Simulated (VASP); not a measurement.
Wanted: the native input for a VASP 6.6.1 run.

```yaml
Task: single point
Functional: LDA
Potentials_or_basis: VASP PAW LDA potentials, release 64 (Mg)
Cutoff: 520 eV
k_mesh: 6 × 6 × 6
Occupations: fermi-dirac, width 0.05 eV
Spin: no spin polarisation
Dipole_correction: no
Further_INCAR_settings: ALGO = Fast; EDIFF = 1e-07; NBANDS = 7
```

The structure of Mg lies in POSCAR:

```
Mg
1.0
   -1.8359916300      1.8359916300      1.6794040200
    1.8359916300     -1.8359916300      1.6794040200
    1.8359916300      1.8359916300     -1.6794040200
Mg
1
Direct
    0.0000000000      0.0000000000      0.0000000000
```

One way to write it, as run:

INCAR

```
ALGO = Fast ; EDIFF = 1E-7
ENCUT = 520 ; ISIF = 2
ISMEAR = -1 ; LASPH = True
LCHARG = False ; LREAL = False
LWAVE = False ; NBANDS = 7
NELM = 100 ; PREC = Accurate
SIGMA = 0.05
```

KPOINTS

```
k-points
0
Gamma
  6 6 6
```

Potentials or basis: VASP PAW LDA potentials, release 64 (Mg).

Command:

```console
$ cat potpaw_LDA.64/Mg/POTCAR > POTCAR
$ mpirun -np 1 vasp_std > vasp.out
```

Results of the run:

- Pressure: -1.8 GPa
- Band gap on the k mesh: zero (band 1 reaches 5.74 eV, above the bottom of band 2 at 1.19 eV)

Caveat: the k points lie up to 0.42 Å⁻¹ apart.

It took 7.4 s on 1 thread of Intel Xeon 8259CL, on a shared host, peak memory 0.12 GiB.
